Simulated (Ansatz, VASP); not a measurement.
## Two plane-wave programs on Yb

```
Yb
1.0
    -2.15148    2.15148    2.15148
     2.15148   -2.15148    2.15148
     2.15148    2.15148   -2.15148
Yb
1
Direct
  0.00000 0.00000 0.00000
```

Alike in both runs: task single point; functional PBEsol; k mesh 7 × 7 × 7; occupations fermi-dirac, width 0.05 eV; collinear spin; fixed moment 0 μB.

```csv
,VASP,Ansatz
version,VASP 6.6.1,Ansatz 0.2.0
potentials or method,"VASP PAW PBE potentials, release 64 (Yb)",Ansatz PAW
plane-wave cutoff (eV),520,420
valence electrons in the cell,24,24
```

```csv
,VASP,Ansatz,Ansatz less VASP
pressure (GPa),-4.2,-3.5,+0.69
net moment per atom (μB),0.00,0.00,0.000
```

VASP's potentials were made for PBE, not for PBEsol.

Spin-orbit coupling is off throughout.
